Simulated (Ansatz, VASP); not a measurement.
# One calculation of Mo, two programs

INCAR

```
ALGO     = Normal         # electronic algorithm
EDIFF    = 1E-7           # SCF threshold, eV
ENCUT    = 520            # plane-wave cutoff, eV
GGA      = RE             # functional
ISIF     = 2              # what is computed and relaxed
ISMEAR   = -1             # smearing method
LASPH    = True           # aspherical terms in the spheres
LCHARG   = False          # write CHGCAR
LREAL    = False          # projectors in reciprocal space
LWAVE    = False          # write WAVECAR
NBANDS   = 13             # bands
NELM     = 100            # most SCF steps
PREC     = Accurate       # precision mode
SIGMA    = 0.1            # smearing width, eV
```

Contents of KPOINTS:

```
k-points
0
Gamma
  23 23 23
```

File POSCAR:

```
Mo
1.0
   -1.5650119764      1.5650119764      1.5650119764
    1.5650119764     -1.5650119764      1.5650119764
    1.5650119764      1.5650119764     -1.5650119764
Mo
1
Direct
    0.0000000000      0.0000000000      0.0000000000
```

Input for Ansatz:

```yaml
crystal:
  lattice:
    - [-1.5650119764, 1.5650119764, 1.5650119764]
    - [1.5650119764, -1.5650119764, 1.5650119764]
    - [1.5650119764, 1.5650119764, -1.5650119764]
  atoms:
    - { symbol: Mo, position: [0.0, 0.0, 0.0] }
hamiltonian:
  xc: revpbe
  pseudopotentials:
    kind: paw
    azcp:
      Mo: "pseudopotentials/Mo.paw.azcp"
basis:
  ecutwfc: 420
  fft_grid_basis: typed
kpoints:
  mp_grid: { grid: [23, 23, 23], shift: [0, 0, 0] }
magnetization:
  spin_polarized: false
scf:
  occupations: { method: fermi_dirac, width: 0.1 }
output:
  stress: true
```

Alike in both runs: task single point; functional revPBE; k mesh 23 × 23 × 23; occupations fermi-dirac, width 0.1 eV; no spin polarisation.

|  | VASP | Ansatz |
| --- | --- | --- |
| version | VASP 6.6.1 | Ansatz 0.2.0 |
| potentials or method | VASP PAW PBE potentials, release 64 (Mo_sv), cutoff 520 eV | plane waves (420 eV) with PAW, scalar-relativistic |
| valence electrons in the cell | 14 | 14 |

|  | VASP | Ansatz | Ansatz less VASP |
| --- | --- | --- | --- |
| pressure (GPa) | 11.3 | 10.7 | -0.57 |

VASP's potentials were made for PBE, not for revPBE.
